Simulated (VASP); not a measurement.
Crystal: Al2C.

```
Al C
1.0
    -1.54665    1.54665    3.79411
     1.54665   -1.54665    3.79411
     1.54665    1.54665   -3.79411
Al C
2 1
Direct
  0.66500 0.66500 0.00000
  0.33500 0.33500 0.00000
  0.00000 0.00000 0.00000
```

* Program: VASP 6.6.1
* Task: relaxation of cell and atoms
* Functional: PBE
* Potentials or basis: VASP PAW PBE potentials, release 64 (Al, C)
* Cutoff: 600 eV
* k mesh: 8 × 8 × 8
* Occupations: gaussian, width 0.1 eV
* Spin: no spin polarisation

At the start: pressure 0.5 GPa; volume 12.10 Å³/atom.

Question: How do energy, volume and symmetry change on relaxing?

Answer: Over 21 steps the energy falls by 367.6 meV/atom and the volume is 11.74 Å³/atom (-3.0 %); space group I4/mmm (No. 139, to 0.05 Å).

Step by step:
```tsv
step	energy change (eV)	largest force (eV/Å)	pressure (GPa)	volume (Å³)
1	0.0000	1.6255	0.54	36.30
2	-0.1724	0.1589	-1.18	36.51
3	-0.1834	0.3448	-1.24	36.58
4	-0.2937	0.4389	-1.63	36.51
5	-0.5958	0.9398	-0.30	36.12
6	-0.5034	3.5609	14.96	34.67
7	-0.6782	2.3103	4.45	35.60
8	-0.8524	1.5709	2.91	35.85
9	-0.8993	0.9547	2.95	36.22
10	-0.9845	1.1615	2.59	36.09
11	-0.9859	1.0966	2.60	36.12
12	-1.0146	0.8695	1.01	36.33
13	-1.0376	0.3329	-2.77	36.91
14	-1.0390	0.4259	-2.13	36.80
15	-1.0572	0.3398	-1.81	36.52
16	-1.0962	0.2205	-0.68	35.70
17	-0.9770	0.8504	4.35	34.06
18	-1.0993	0.1469	-0.33	35.52
19	-1.0995	0.1190	-0.15	35.45
20	-1.1022	0.0577	0.04	35.32
21	-1.1028	0.0096	0.20	35.23
```

Final structure:
```
CELL_PARAMETERS angstrom
-1.35275 1.35275 4.81286
1.35275 -1.35275 4.81286
1.35275 1.35275 -4.81286
ATOMIC_POSITIONS crystal
Al 0.63734 0.63734 0.00000
Al 0.36266 0.36266 0.00000
C 0.00000 0.00000 0.00000
```
